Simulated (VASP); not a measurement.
Set up this calculation in VASP 6.6.1, as the native input.

```yaml
Task: single point
Functional: PBE
Potentials_or_basis: VASP PAW PBE potentials, release 64 (C, Si)
Cutoff: 520 eV
k_mesh: 9 × 9 × 1
Occupations: gaussian, width 0.05 eV
Spin: collinear spin
Starting_moments: "[0.0, 0.0, 0.0, 0.0, 0.0, 0.0, 0.0, 0.0, 2.0] μB"
Dipole_correction: yes
Further_INCAR_settings: ALGO = Normal; EDIFF = 1e-06; NBANDS = 32
```

The structure of Si5C4 lies in POSCAR:

```
Si5C4
1.0
    3.0920147376      0.0000000000      0.0000000000
   -1.5460073688      2.6777633116      0.0000000000
    0.0000000000      0.0000000000     23.7337369325
C Si
4 5
Direct
    0.3333333333      0.6666666667      0.1685364598
    0.6666666667      0.3333333333      0.2754269373
    0.3333333333      0.6666666667      0.3835939576
    0.6666666667      0.3333333333      0.4915758428
    0.6666666667      0.3333333333      0.1950726408
    0.3333333333      0.6666666667      0.3019631184
    0.6666666667      0.3333333333      0.4085742396
    0.3333333333      0.6666666667      0.5154576781
    0.3333333333      0.6666666667      0.6180638514
```

One way to write it, as run:

INCAR

```
  PREC = Accurate
  ENCUT = 520
  EDIFF = 1E-6
  ISMEAR = 0
  SIGMA = 0.05
  LREAL = F
  LASPH = T
  NELM = 150
  ALGO = Normal
  ISIF = 2
  LWAVE = F
  LCHARG = F
  ISPIN = 2
  MAGMOM = 0 0 0 0 0 0 0 0 2
  LORBIT = 11
  LDIPOL = T
  IDIPOL = 3
  DIPOL = 0.5 0.5 0.373
  GGA = PE
  NBANDS = 32
```

KPOINTS

```
Automatic mesh
0
Gamma
  9 9 1
```

Potentials or basis: VASP PAW PBE potentials, release 64 (C, Si).

Command:

```bash
$ cat potpaw_PBE.64/C/POTCAR potpaw_PBE.64/Si/POTCAR > POTCAR
$ mpirun -np 1 vasp_std > vasp.out
```

Results of the run:

```yaml
Largest_force: 2.720 eV/Å
Net_moment: -0.96 μB per cell
Site_moments: C -0.38, -0.07, -0.01, -0.00; Si +0.01, -0.01, -0.00, +0.00 (each value once) μB
Valence_electrons_inside_the_program's_atomic_spheres: C 2.40, 2.53, 2.52 (each value once); Si 1.67, 1.65, 1.66, 1.69, 1.51
```

Caveat: a moment this small can come from the mesh or the smearing.

Wall time 14 min on 1 thread of Intel Xeon 8259CL, with other jobs on the host, peak memory 0.45 GiB.
